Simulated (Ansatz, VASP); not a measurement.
# Rh: VASP beside Ansatz

File INCAR:

```
AGGAC    = 1.0          
AGGAX    = 1.0          
ALDAC    = 0.0          
ALDAX    = 1.0          
ALGO     = Normal         # electronic algorithm
EDIFF    = 1E-6           # SCF threshold, eV
ENCUT    = 520            # plane-wave cutoff, eV
GGA      = B5             # functional
ISIF     = 2              # what is computed and relaxed
ISMEAR   = -1             # smearing method
ISPIN    = 2              # spin polarisation
LASPH    = T              # aspherical terms in the spheres
LCHARG   = F              # write CHGCAR
LMAXMIX  = 4              # l up to which the mixer works
LORBIT   = 11             # projections on sites
LREAL    = F              # projectors in reciprocal space
LWAVE    = F              # write WAVECAR
MAGMOM   = 1              # initial moments
NBANDS   = 18             # bands
NELM     = 150            # most SCF steps
PREC     = Accurate       # precision mode
SIGMA    = 0.05           # smearing width, eV
```

Contents of KPOINTS:

```
k-points
0
Gamma
  23 23 23
```

Contents of POSCAR:

```
Rh
1.0
    0.0000000000      1.8962755768      1.8962755768
    1.8962755768      0.0000000000      1.8962755768
    1.8962755768      1.8962755768      0.0000000000
Rh
1
Direct
    0.0000000000      0.0000000000      0.0000000000
```

Input for Ansatz:

```yaml
crystal:
  lattice:
    - [0.0, 1.8962755768, 1.8962755768]
    - [1.8962755768, 0.0, 1.8962755768]
    - [1.8962755768, 1.8962755768, 0.0]
  atoms:
    - { symbol: Rh, position: [0.0, 0.0, 0.0], spin: 1.0 }
hamiltonian:
  xc: blyp
  pseudopotentials:
    kind: paw
    azcp:
      Rh: "pseudopotentials/Rh.paw.azcp"
basis:
  ecutwfc: 420
  fft_grid_basis: typed
kpoints:
  mp_grid: { grid: [23, 23, 23], shift: [0, 0, 0] }
magnetization:
  spin_polarized: true
scf:
  occupations: { method: fermi_dirac, width: 0.05 }
output:
  stress: true
```

Alike in both runs: task single point; functional BLYP; k mesh 23 × 23 × 23; occupations fermi-dirac, width 0.05 eV; collinear spin.

|  | VASP | Ansatz |
| --- | --- | --- |
| version | VASP 6.6.1 | Ansatz 0.2.0 |
| potentials or method | VASP PAW PBE potentials, release 64 (Rh_pv), cutoff 520 eV | plane waves (420 eV) with PAW, scalar-relativistic |
| valence electrons in the cell | 15 | 17 |

|  | VASP | Ansatz | Ansatz less VASP |
| --- | --- | --- | --- |
| pressure (GPa) | 22.9 | 22.2 | -0.67 |
| net moment per atom (μB) | 0.00 | 0.00 | 0.000 |

VASP's potentials were made for PBE, not for BLYP. With one functional, cell and mesh, what is left measures potentials, basis and numerics. VASP's potentials hold 15 valence electrons a cell and Ansatz's 17, so a difference there can come from the potentials and not from the codes. Ansatz's warnings: seeded moment not kept.
